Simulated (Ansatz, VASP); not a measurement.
One calculation of Hf, two programs

```
Hf
1.0
     0.00000    2.20900    2.20900
     2.20900    0.00000    2.20900
     2.20900    2.20900    0.00000
Hf
1
Direct
  0.00000 0.00000 0.00000
```

Change from the starting cell: volume scaled by 1, PAW files.

Alike in both runs: task single point; functional PBEsol; k mesh 16 × 16 × 16; occupations fermi-dirac, width 0.05 eV; no spin polarisation.

```csv
,VASP,Ansatz
version,VASP 6.6.1,Ansatz 0.2.0
potentials or method,"VASP PAW PBE potentials, release 64 (Hf_pv)","PAW with Ansatz's default frozen-core files, scalar-relativistic"
plane-wave cutoff (eV),520,420
valence electrons in the cell,10,26
```

|  | VASP | Ansatz | Ansatz less VASP |
| --- | --- | --- | --- |
| pressure (GPa) | -0.4 | 0.0 | +0.40 |

VASP's potentials were made for PBE, not for PBEsol. VASP's potentials hold 10 valence electrons a cell and Ansatz's 26, so a difference there can come from the potentials and not from the codes.

Spin-orbit coupling is off throughout.
